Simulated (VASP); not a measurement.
RbCl: single point with HSE06

The system is RbCl.

```
Rb Cl
1.0
     0.00000    3.32927    3.32927
     3.32927    0.00000    3.32927
     3.32927    3.32927    0.00000
Rb Cl
1 1
Cartesian
  0.0000 0.0000 0.0000
  3.3293 3.3293 3.3293
```

* Program: VASP 6.6.1
* Task: single point
* Functional: HSE06
* Potentials or basis: VASP PAW PBE potentials, release 64 (Rb_sv, Cl)
* Cutoff: 400 eV
* k mesh: 4 × 4 × 4
* Occupations: fermi-dirac, width 0.02 eV
* Spin: no spin polarisation
* Dipole correction: no
* Grid for exact exchange (PRECFOCK): Normal
* Further INCAR settings: ALGO = Normal; EDIFF = 1e-06; NBANDS = 15
* Share of exact exchange: 0.25
* Screening parameter: 0.2079 1/Å

```
Pressure               : 0.0 GPa
Band gap on the k mesh : 6.18 eV
```

Levels at points of the mesh, in eV from the valence-band top:
```
           k point  band 4  band 5  band 6  band 7  band 8  band 9  band 10  band 11  band 12  band 13
(0.00, 0.00, 0.00)   -8.46   -8.46    0.00    0.00    0.00    6.18     9.37     9.37     9.37    10.43
(0.50, 0.00, 0.00)   -8.46   -8.43   -0.83   -0.32   -0.32    8.91     9.23    11.58    11.58    12.68
(0.50, 0.50, 0.00)   -8.55   -8.55   -0.34   -0.11   -0.11    7.51     9.35    10.87    11.58    11.83
```

It took 95 s on 1 thread of Intel(R) Xeon(R) 6975P-C (Granite Rapids), on a shared host, peak memory 0.28 GiB.

Caveat: the PAW data sets were made with another functional, which shifts forces and pressure a little.
